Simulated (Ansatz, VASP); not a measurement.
**Zr: VASP beside Ansatz**

File INCAR:

```
SYSTEM = Zr
PREC = Accurate
ENCUT = 500
EDIFF = 1E-7
ISMEAR = -1
SIGMA = 0.05
LREAL = .FALSE.
LASPH = .TRUE.
NELM = 120
ALGO = Normal
ISIF = 3
LWAVE = .FALSE.
LCHARG = .FALSE.
GGA = PS
IBRION = 2
NSW = 80
EDIFFG = -0.005
GGA_COMPAT = .FALSE.
NELMIN = 4
```

The input KPOINTS:

```
Automatic mesh
0
G
  8 8 8
  0 0 0
```

POSCAR

```
Zr
1.0
   -1.8100000000      1.8100000000      1.8100000000
    1.8100000000     -1.8100000000      1.8100000000
    1.8100000000      1.8100000000     -1.8100000000
Zr
1
Direct
    0.0000000000      0.0000000000      0.0000000000
```

Contents of input.yaml:

```yaml
crystal:
  lattice:
    - [-1.81, 1.81, 1.81]
    - [1.81, -1.81, 1.81]
    - [1.81, 1.81, -1.81]
  atoms:
    - { symbol: Zr, position: [0.0, 0.0, 0.0] }
kpoints:
  mp_grid: { grid: [8, 8, 8] }
scf:
  occupations: { method: fermi_dirac, width: 0.05 }
hamiltonian:
  xc: pbesol
  pseudopotentials: { kind: all_electron, lapw: { basis_error: 0.002 } }
output:
  forces: true
  stress: true
relax:
  f_tol: 0.005
  max_steps: 60
  cell: {}
```

Alike in both runs: task relaxation of cell and atoms; functional PBEsol; k mesh 8 × 8 × 8; occupations fermi-dirac, width 0.05 eV; no spin polarisation.

```csv
,VASP,Ansatz
version,VASP 6.6.1,Ansatz 0.2.0
potentials or method,"VASP PAW PBE potentials, release 64 (Zr_sv), cutoff 500 eV","all-electron LAPW, scalar-relativistic"
```

Ansatz gave:

```
relaxed volume (Å³/atom)                                     : 22.00
relaxed cell length with the largest relative difference (Å) : 3.058
```

Question: What did VASP give for the same quantities?

Answer: Relaxed volume (Å³/atom): 22.01; relaxed cell length with the largest relative difference (Å): 3.058.

VASP's potentials were made for PBE, not for PBEsol. Ansatz ran all-electron here, and VASP with PAW potentials.

Noted on Ansatz's run: the k mesh is thin for a metal, which can move the energy by tens of meV per atom.
